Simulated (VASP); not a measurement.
# AlN (P4_2/mnm) in VASP: further runs, part 2 of 2

VASP 6.6.1. The steps go on from the part before.

**3. Relaxation of shape and atoms at fixed volume, PBE (12.19 Å³/atom)**

This run uses another cell than the first one, of 12.19 Å³/atom.

Input file INCAR:

```
SYSTEM = AlN
ALGO = Normal
EDIFF = 1E-6
EDIFFG = -0.01
ENCUT = 600
GGA = PE
IBRION = 2
ISIF = 4
ISMEAR = 0
LASPH = .TRUE.
LCHARG = .FALSE.
LREAL = .FALSE.
LWAVE = .FALSE.
NELM = 80
NSW = 50
PREC = Accurate
SIGMA = 0.02
```

Input file KPOINTS:

```
k-points
0
G
  4 4 8
  0 0 0
```

Input file POSCAR:

```
AlN
1.0
    5.5162146769      0.0000000000      0.0000000000
    0.0000000000      5.5162146769      0.0000000000
    0.0000000000      0.0000000000      3.2050186777
Al N
4 4
Direct
    0.6766780462      0.6766780462      0.0000000000
    0.1766780462      0.8233219538      0.5000000000
    0.8233219538      0.1766780462      0.5000000000
    0.3233219538      0.3233219538      0.0000000000
    0.8163123018      0.8163123018      0.5000000000
    0.1836876982      0.1836876982      0.5000000000
    0.6836876982      0.3163123018      0.0000000000
    0.3163123018      0.6836876982      0.0000000000
```

Potentials or basis: VASP PAW PBE potentials, release 64 (Al, N).

Launch:

```
$ cat potpaw_PBE.64/Al/POTCAR potpaw_PBE.64/N/POTCAR > POTCAR
$ mpirun -np 1 vasp_std > vasp.out
```

OUTCAR:

```text
SYSTEM = AlN
   EDIFF = 1E-6
   EDIFFG = -0.01
   ENCUT = 600
   GGA = PE
   IBRION = 2
   ISIF = 4
   ISMEAR = 0
   LASPH = .TRUE.
   LREAL = .FALSE.
   NELM = 80
   NSW = 50
   PREC = Accurate

 ion  position               nearest neighbor table
   1  0.677  0.677  0.000-   5 1.94   5 1.94   8 1.99   7 1.99   4 2.76   3 3.29   2 3.29   3 3.29
                             2 3.29   3 3.29   3 3.29   2 3.29   2 3.29
   2  0.177  0.823  0.500-   8 1.94   8 1.94   5 1.99   6 1.99   3 2.76   1 3.29   1 3.29   4 3.29
                             4 3.29   4 3.29   4 3.29   1 3.29   1 3.29
   3  0.823  0.177  0.500-   7 1.94   7 1.94   5 1.99   6 1.99   2 2.76   1 3.29   1 3.29   4 3.29
                             4 3.29   1 3.29   1 3.29   4 3.29   4 3.29
   4  0.323  0.323  0.000-   6 1.94   6 1.94   8 1.99   7 1.99   1 2.76   2 3.29   2 3.29   3 3.29
                             3 3.29   2 3.29   2 3.29   3 3.29   3 3.29
   5  0.816  0.816  0.500-   1 1.94   1 1.94   3 1.99   2 1.99
   6  0.184  0.184  0.500-   4 1.94   4 1.94   2 1.99   3 1.99
   7  0.684  0.316  0.000-   3 1.94   3 1.94   4 1.99   1 1.99
   8  0.316  0.684  0.000-   2 1.94   2 1.94   4 1.99   1 1.99

  LATTYP: Found a simple tetragonal cell.
 ALAT       =     5.5162146769
 C/A-ratio  =     0.5810177568

  Lattice vectors:

 A1 = (   5.5162146769,   0.0000000000,   0.0000000000)
 A2 = (   0.0000000000,   5.5162146769,   0.0000000000)
 A3 = (   0.0000000000,   0.0000000000,   3.2050186777)

Analysis of symmetry for initial positions (statically):
=====================================================================
 Subroutine PRICEL returns:
 Original cell was already a primitive cell.

 Routine SETGRP: Setting up the symmetry group for a
 simple tetragonal supercell.

 Subroutine GETGRP returns: Found 16 space group operations
 (whereof  8 operations were pure point group operations)
 out of a pool of 16 trial point group operations.

The static configuration has the point symmetry D_2h.
 The point group associated with its full space group is D_4h.

Analysis of symmetry for dynamics (positions and initial velocities):
=====================================================================
 Subroutine PRICEL returns:
 Original cell was already a primitive cell.

 Routine SETGRP: Setting up the symmetry group for a
 simple tetragonal supercell.

 Subroutine GETGRP returns: Found 16 space group operations
 (whereof  8 operations were pure point group operations)
 out of a pool of 16 trial point group operations.

The dynamic configuration has the point symmetry D_2h.
 The point group associated with its full space group is D_4h.

 Subroutine INISYM returns: Found 16 space group operations
 (whereof  8 operations are pure point group operations),
 and found     1 'primitive' translations

----------------------------------------------------------------------------------------

                                     Primitive cell

  volume of cell :      97.5243

  direct lattice vectors                    reciprocal lattice vectors
     5.516214677  0.000000000  0.000000000     0.181283735  0.000000000  0.000000000
     0.000000000  5.516214677  0.000000000     0.000000000  0.181283735  0.000000000
     0.000000000  0.000000000  3.205018678     0.000000000  0.000000000  0.312010662

  length of vectors
     5.516214677  5.516214677  3.205018678     0.181283735  0.181283735  0.312010662

  position of ions in fractional coordinates (direct lattice)
     0.676678046  0.676678046  0.000000000
     0.176678046  0.823321954  0.500000000
     0.823321954  0.176678046  0.500000000
     0.323321954  0.323321954  0.000000000
     0.816312302  0.816312302  0.500000000
     0.183687698  0.183687698  0.500000000
[... 74 lines left out ...]
   NGXF,Y,Z  is equivalent  to a cutoff of  28.93, 28.93, 29.05 a.u.
 SYSTEM =  AlN
   PREC   = accura    normal or accurate (medium, high low for compatibility)
   ISTART =      0    job   : 0-new  1-cont  2-samecut
   ICHARG =      2    charge: 1-file 2-atom 10-const
   ISPIN  =      1    spin polarized calculation?
   LNONCOLLINEAR =      F non collinear calculations
   LSORBIT =      F    spin-orbit coupling
   LASPH  =      T    aspherical Exc in radial PAW
   ENCUT  =  600.0 eV  44.10 Ry    6.64 a.u.  11.02 11.02  6.40*2*pi/ulx,y,z
   NELM   =     80;   NELMIN=  2; NELMDL= -5     # of ELM steps
   EDIFF  = 0.1E-05   stopping-criterion for ELM
   LREAL  =      F    real-space projection
   EDIFFG = -.1E-01   stopping-criterion for IOM
   NSW    =     50    number of steps for IOM
   IBRION =      2    ionic relax: 0-MD 1-quasi-New 2-CG
   NFREE  =      1    steps in history (QN), initial steepest desc. (CG)
   ISIF   =      4    stress and relaxation
   ISYM   =      2    0-nonsym 1-usesym 2-fastsym
   POTIM  = 0.5000    time-step for ionic-motion
   TEBEG  =    0.0;   TEEND  =   0.0 temperature during run
   PSTRESS=    0.0 pullay stress
   NELECT =      32.0000    total number of electrons
   NUPDOWN=      -1.0000    fix difference up-down
   EMIN   =  10.00;   EMAX   =-10.00  energy-range for DOS
   EFERMI =   0.00;   METHOD = LEGACY
   ISMEAR =     0;   SIGMA  =   0.02  broadening in eV -4-tet -1-fermi 0-gaus
   EFERMI_NEDOS =   21; number of points for ismear=-14 and -15
   IALGO  =     38    algorithm
   IMIX   =      4    mixing-type and parameters
     AMIX     =   0.40;   BMIX     =  1.00
     AMIX_MAG =   1.60;   BMIX_MAG =  1.00
  volume/ion in A,a.u.               =      12.19        82.27
  Fermi-wavevector in a.u.,A,eV,Ry     =   1.129156  2.133795 17.347330  1.274993
  Thomas-Fermi vector in A             =   2.265848
   LORBIT       =      0    0 simple, 1 ext, 2 COOP (PROOUT), +10 PAW based schemes
   GGA     = PE    functional components
   LHFCALC =     F    Hartree Fock is set to
   AEXX    =    0.0000 exact exchange contribution
   IVDW    =     0    specifies the selected vdW correction
   LEPSILON=     F    determine dielectric tensor
   LRPA    =     F    only Hartree local field effects (RPA)
 conjugate gradient relaxation of ions
 non-spin polarized calculation
 Gauss-broadening in eV      SIGMA  =   0.02
  energy-cutoff  :      600.00
  volume of cell :       97.52
 maximum number of plane-waves:      3280
 NGX is ok and might be reduce to    48
   NGX = 23   NGY = 23   NGZ = 13

--------------------------------------- Ionic step        1  -------------------------------------------

 number of electron      31.9999999 magnetization

 Free energy of the ion-electron system (eV)
  ---------------------------------------------------
  ext. energy  EPLUGINS =         0.00000000
  ---------------------------------------------------
  free energy    TOTEN  =       -58.88170685 eV

  energy without entropy =      -58.88170685  energy(sigma->0) =      -58.88170685

------------------------ aborting loop because EDIFF is reached ----------------------------------------

  FORCE on cell =-STRESS in cart. coord.  units (eV):
  Direction    XX          YY          ZZ          XY          YZ          ZX
  --------------------------------------------------------------------------------------
  -------------------------------------------------------------------------------------
  Total       -8.8386650     -8.8386650     -9.2469024     -0.0000000      0.0000000      0.0000000
  in kB     -145.2059374   -145.2059374   -151.9126607     -0.0000000      0.0000000      0.0000000
  external PRESSURE =    -147.4415119 kB  Pullay stress =       0.0000000 kB
[... 113 lines left out ...]
--------------------------------------- Ionic step        4  -------------------------------------------

 number of electron      31.9999998 magnetization

 Free energy of the ion-electron system (eV)
  ---------------------------------------------------
  ext. energy  EPLUGINS =         0.00000000
  ---------------------------------------------------
  free energy    TOTEN  =       -58.88287954 eV

  energy without entropy =      -58.88287954  energy(sigma->0) =      -58.88287954

 E-fermi :   4.8006     XC(G=0): -10.1743

 val. band max:        4.6494136994   @ k =   0.0000   0.0000   0.0000
 cond. band min:       7.7553254617   @ k =   0.0000   0.0000   0.0000
 fundamental gap:      3.1059117623
 Fermi energy:         4.8006077968

 k-point     1 :       0.0000    0.0000    0.0000
  band No.  band energies     occupation
      1      -9.7936      2.00000
      2      -8.0990      2.00000
      3      -8.0990      2.00000
      4      -7.8774      2.00000
      5      -0.9901      2.00000
      6       0.3359      2.00000
[... 565 lines left out ...]
     20      10.1651      0.00000
     21      12.9440      0.00000

 [... further k-points ...]

------------------------ aborting loop because EDIFF is reached ----------------------------------------

  FORCE on cell =-STRESS in cart. coord.  units (eV):
  Direction    XX          YY          ZZ          XY          YZ          ZX
  --------------------------------------------------------------------------------------
  -------------------------------------------------------------------------------------
  Total       -8.9432213     -8.9432213     -8.8756566     -0.0000000      0.0000000      0.0000000
  in kB     -146.9236384   -146.9236384   -145.8136533     -0.0000000      0.0000000      0.0000000
  external PRESSURE =    -146.5536434 kB  Pullay stress =       0.0000000 kB
[... 23 lines left out ...]
  FREE ENERGIE OF THE ION-ELECTRON SYSTEM (eV)
  ---------------------------------------------------
  free  energy   TOTEN  =       -58.8828795413 eV

  energy  without entropy=      -58.8828795413  energy(sigma->0) =      -58.88287954

 reached required accuracy - stopping structural energy minimisation
```

Wall time 3.9 min (1 thread of Intel Xeon 8259CL, shared host); peak memory 0.27 GiB.

What came out:

```
Free energy                  : -58.8829 eV
Energy gained by relaxing    : 0.1 meV/atom
Ionic steps                  : 4
Pressure after relaxing      : -14.7 GPa
Largest force after relaxing : 0.009 eV/Å
Band gap on the k mesh       : 3.11 eV
```

Forces on the atoms (eV/Å):
```
Al  -0.001 -0.001  0.000
Al  -0.001  0.001  0.000
Al   0.001 -0.001  0.000
Al   0.001  0.001  0.000
N    0.006  0.006  0.000
N   -0.006 -0.006  0.000
N   -0.006  0.006  0.000
N    0.006 -0.006  0.000
```

Stress tensor (GPa, compression positive):
```
-14.69   0.00   0.00
  0.00 -14.69   0.00
  0.00   0.00 -14.58
```

The path:
| step | energy change (eV) | largest force (eV/Å) | pressure (GPa) | volume (Å³) |
| --- | --- | --- | --- | --- |
| 1 | 0.0000 | 0.0535 | -14.74 | 97.52 |
| 2 | -0.0010 | 0.0175 | -14.69 | 97.52 |
| 3 | -0.0012 | 0.0141 | -14.66 | 97.52 |
| 4 | -0.0012 | 0.0091 | -14.66 | 97.52 |

Final structure:
```
Al N
1.0
     5.52445    0.00000    0.00000
     0.00000    5.52445    0.00000
     0.00000    0.00000    3.19547
Al N
4 4
Cartesian
  3.7368 3.7368 0.0000
  0.9746 4.5499 1.5977
  4.5499 0.9746 1.5977
  1.7876 1.7876 3.1955
  4.5125 4.5125 1.5977
  1.0119 1.0119 1.5977
  3.7742 1.7503 0.0000
  1.7503 3.7742 3.1955
```

Levels at points of the mesh, in eV from the valence-band top:
| k point | band 14 | band 15 | band 16 | band 17 | band 18 | band 19 |
| --- | --- | --- | --- | --- | --- | --- |
| (0.00, 0.00, 0.00) | -0.09 | -0.09 | 0.00 | 3.11 | 5.81 | 6.26 |
| (0.50, 0.00, 0.00) | -0.60 | -0.46 | -0.46 | 5.20 | 5.20 | 6.04 |
| (0.50, 0.50, 0.00) | -0.94 | -0.75 | -0.75 | 5.55 | 5.55 | 5.90 |
| (0.00, 0.00, 0.50) | -1.49 | -1.40 | -1.40 | 5.78 | 5.78 | 7.42 |
| (0.50, 0.00, 0.50) | -1.23 | -0.66 | -0.66 | 5.89 | 5.89 | 6.19 |
| (0.50, 0.50, 0.50) | -1.03 | -0.87 | -0.87 | 4.97 | 4.97 | 5.17 |
